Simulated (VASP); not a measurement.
# Al2Ga3Sb3 (P3m1) in VASP: notebook, part 2 of 2

VASP 6.6.1.

## (3) Relaxation of cell and atoms, PBE

This run uses another cell than the first one, of 27.96 Å³/atom.

Contents of INCAR:

```
SYSTEM = Al2Ga3Sb3
  ALGO = Fast
  EDIFF = 1E-6
  EDIFFG = -0.08
  ENCUT = 600
  GGA = PE
  IBRION = 2
  ISIF = 3
  ISMEAR = 0
  LASPH = .True.
  LCHARG = .False.
  LREAL = .False.
  LWAVE = .False.
  NELM = 80
  NSW = 36
  PREC = Accurate
  SIGMA = 0.2
```

Contents of KPOINTS:

```
k-points
0
Gamma
  4 4 2
  0 0 0
```

Contents of POSCAR:

```
Al2Ga3Sb3
1.0
    4.2800000000      0.0000000000      0.0000000000
   -2.1400000000      3.7065887300      0.0000000000
    0.0000000000      0.0000000000     14.1000000000
Al Ga Sb
2 3 3
Direct
    0.0000000000      0.0000000000      0.1880000000
    0.3333333300      0.6666666700      0.4390000000
    0.6666666700      0.3333333300      0.6900000000
    0.0000000000      0.0000000000      0.7750000000
    0.3333333300      0.6666666700      0.9100000000
    0.3333333300      0.6666666700      0.2510000000
    0.6666666700      0.3333333300      0.5020000000
    0.0000000000      0.0000000000      0.0000000000
```

Potentials or basis: VASP PAW PBE potentials, release 64 (Al, Ga_d, Sb).

On the command line:

```
$ cat potpaw_PBE.64/Al/POTCAR potpaw_PBE.64/Ga_d/POTCAR potpaw_PBE.64/Sb/POTCAR > POTCAR
$ mpirun -np 1 vasp_std > vasp.out
```

OUTCAR:

```text
SYSTEM = Al2Ga3Sb3
   EDIFF = 1E-6
   EDIFFG = -0.08
   ENCUT = 600
   GGA = PE
   IBRION = 2
   ISIF = 3
   ISMEAR = 0
   LASPH = .True.
   LREAL = .False.
   NELM = 80
   NSW = 36
   PREC = Accurate

 ion  position               nearest neighbor table
   1  0.000  0.000  0.188-   6 2.63   6 2.63   6 2.63   8 2.65
   2  0.333  0.667  0.439-   7 2.63   7 2.63   7 2.63   6 2.65
   3  0.667  0.333  0.690-   7 2.65   4 2.75   4 2.75   4 2.75
   4  0.000  0.000  0.775-   3 2.75   3 2.75   3 2.75   8 3.17
   5  0.333  0.667  0.910-   8 2.78   8 2.78   8 2.78
   6  0.333  0.667  0.251-   1 2.63   1 2.63   1 2.63   2 2.65
   7  0.667  0.333  0.502-   2 2.63   2 2.63   2 2.63   3 2.65
   8  0.000  0.000  0.000-   1 2.65   5 2.78   5 2.78   5 2.78   4 3.17

  LATTYP: Found a hexagonal cell.
 ALAT       =     4.2800000000
 C/A-ratio  =     3.2943925234

  Lattice vectors:
[... 315 lines left out ...]
      6     -10.1509      2.00000
[... 301 lines left out ...]
     35       8.0600      0.00000
     36       8.3801      0.00000

[... ionic steps 4 to 19 ...]

--------------------------------------- Ionic step       20  -------------------------------------------

 number of electron      60.0000029 magnetization

------------------------ aborting loop because EDIFF is reached ----------------------------------------
[... 79 lines left out ...]
--------------------------------------- Ionic step       22  -------------------------------------------

 number of electron      60.0000022 magnetization

 Free energy of the ion-electron system (eV)
  ---------------------------------------------------
  ext. energy  EPLUGINS =         0.00000000
  ---------------------------------------------------
  free energy    TOTEN  =       -28.65088168 eV

  energy without entropy =      -28.61883002  energy(sigma->0) =      -28.63485585

 E-fermi :   4.5306     XC(G=0):  -8.9012

 val. band max:        4.5230231337   @ k =   0.5000   0.0000   0.5000
 cond. band min:       4.6188284693   @ k =   0.0000   0.0000   0.5000
 fundamental gap:      0.0958053356
 Fermi energy:         4.5306260496

 k-point     1 :       0.0000    0.0000    0.0000
  band No.  band energies     occupation
      1     -10.5226      2.00000
      2     -10.5220      2.00000
      3     -10.5220      2.00000
      4     -10.4897      2.00000
      5     -10.4897      2.00000
      6     -10.3465      2.00000
[... 336 lines left out ...]
  FREE ENERGIE OF THE ION-ELECTRON SYSTEM (eV)
  ---------------------------------------------------
  free  energy   TOTEN  =       -28.6508816817 eV

  energy  without entropy=      -28.6188300176  energy(sigma->0) =      -28.63485585

 reached required accuracy - stopping structural energy minimisation
```

Run time: 28 min. Hardware: 1 thread of Intel Xeon Platinum 8259CL at 2.50GHz (Skylake/Cascade Lake), shared host; peak memory 0.48 GiB.

Results:

```yaml
Free_energy: -28.6509 eV
Relaxed_volume: 28.25 Å³/atom
Relaxed_cell: a = 4.448 Å, b = 4.448 Å, c = 13.187 Å, α = 90.00°, β = 90.00°, γ = 120.00°
Space_group_after_relaxing_to_0.1_Å: P3m1 (No. 156)
Energy_gained_by_relaxing: 67.4 meV/atom
Ionic_steps: 22
Pressure_after_relaxing: -0.2 GPa
Largest_force_after_relaxing: 0.079 eV/Å
Band_gap_on_the_k_mesh: zero (bands 30 and 31 overlap by 0.68 eV)
```

Forces in eV/Å, atoms in the order of the input:
```
Al   0.000  0.000  0.004
Al   0.000  0.000 -0.024
Ga   0.000  0.000 -0.034
Ga   0.000  0.000 -0.056
Ga   0.000  0.000 -0.047
Sb   0.000  0.000  0.037
Sb   0.000  0.000  0.041
Sb   0.000  0.000  0.079
```

The path:
```tsv
step	energy change (eV)	largest force (eV/Å)	pressure (GPa)	volume (Å³)
1	0.0000	0.7699	1.59	223.69
2	-0.0863	0.5457	-0.13	232.79
3	-0.0905	0.5080	-0.57	235.35
4	-0.1389	0.4085	-0.50	234.95
5	-0.2366	0.5859	-0.20	233.64
6	-0.2387	0.7924	-0.05	233.09
7	-0.2412	0.6955	-0.11	233.34
8	-0.2774	0.5794	-0.10	232.73
9	-0.3379	0.8959	0.10	230.81
10	-0.3975	0.4286	-0.11	230.89
11	-0.4307	0.3486	-0.35	231.00
12	-0.4531	0.2874	-0.06	228.95
13	-0.4726	0.2948	0.32	226.23
14	-0.4746	0.3938	1.16	220.87
15	-0.4798	0.2912	0.75	223.37
16	-0.4961	0.2840	0.49	224.29
17	-0.5149	0.3786	-0.13	226.60
18	-0.5152	0.3899	-0.16	226.90
19	-0.5266	0.2699	-0.22	226.65
20	-0.5369	0.0964	-0.18	226.27
21	-0.5333	0.2261	-0.13	225.50
22	-0.5394	0.0793	-0.19	225.98
```

Final structure:
```cif
data_structure
_symmetry_space_group_name_H-M 'P 1'
_symmetry_Int_Tables_number 1
_cell_length_a 4.4484
_cell_length_b 4.4484
_cell_length_c 13.1869
_cell_angle_alpha 90.000
_cell_angle_beta 90.000
_cell_angle_gamma 120.000
_cell_volume 225.98
loop_
_atom_site_label
_atom_site_type_symbol
_atom_site_fract_x
_atom_site_fract_y
_atom_site_fract_z
_atom_site_occupancy
Al1 Al 0.00000 0.00000 0.18161 1
Al2 Al 0.33333 0.66667 0.45256 1
Ga1 Ga 0.66667 0.33333 0.72990 1
Ga2 Ga 0.00000 0.00000 0.76820 1
Ga3 Ga 0.33333 0.66667 0.87919 1
Sb1 Sb 0.33333 0.66667 0.24622 1
Sb2 Sb 0.66667 0.33333 0.52063 1
Sb3 Sb 0.00000 0.00000 0.97669 1
```

Levels at points of the mesh, in eV from the Fermi level:
```tsv
k point	band 27	band 28	band 29	band 30	band 31	band 32	band 33	band 34
(0.00, 0.00, 0.00)	-0.93	-0.56	-0.56	0.67	0.84	0.84	0.95	1.63
(0.50, 0.00, 0.00)	-2.07	-1.79	-1.17	-0.93	0.10	0.58	1.12	1.69
(0.00, 0.00, 0.50)	-0.68	-0.68	-0.50	0.09	0.77	0.89	0.89	1.10
(0.50, 0.00, 0.50)	-2.36	-1.93	-1.58	-0.95	-0.01	0.96	1.08	1.55
```

Caveat: the k points lie up to 0.41 Å⁻¹ apart in the final cell, too coarse for converged energies and pressures of a metal; semilocal functionals underestimate gaps, so a narrow gap can read as zero; spin-orbit coupling is left out, which moves the levels of the heavy elements; the relaxation stopped at a loose force limit of 0.08 eV/Å, so its end isn't a converged minimum.
